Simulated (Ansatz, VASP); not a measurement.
**CsB7 in VASP and in Ansatz**

```
CELL_PARAMETERS angstrom
4.44070 0.00000 0.00000
0.00000 4.44070 0.00000
0.00000 0.00000 4.44070
ATOMIC_POSITIONS crystal
Cs 0.00000 0.00000 0.00000
B 0.35649 0.35649 0.35649
B 0.00000 0.50000 0.50000
B 0.50000 0.50000 0.00000
B 0.50000 0.00000 0.50000
B 0.64351 0.35649 0.64351
B 0.64351 0.64351 0.35649
B 0.35649 0.64351 0.64351
```

Change from the starting cell: species swapped into the Si7Ge type (P-43m, No. 215).

Alike in both runs: functional PBE; k mesh 4 × 4 × 4; occupations gaussian, width 0.1 eV; no spin polarisation.

Ansatz relaxed the structure, and its values are those at the end. VASP's run is a single point on that final structure, the one shown.

|  | VASP | Ansatz |
| --- | --- | --- |
| version | VASP 6.6.1 | Ansatz 0.2.0 |
| potentials or method | VASP PAW PBE potentials, release 64 (Cs_sv, B), cutoff 520 eV | scalar-relativistic, plane waves, PAW |
| valence electrons in the cell | 30 | 30 |

```tsv
	VASP	Ansatz	Ansatz less VASP
gap on the k mesh at the Fermi level (eV)	none	none	-
pressure (GPa)	0.5	0.1	-0.31
rms of the force components (eV/Å)	0.003	0.010	+0.0069
```

A gap of «none» marks a metal or a gap that the smearing closes.

Neither program's run includes spin-orbit coupling.
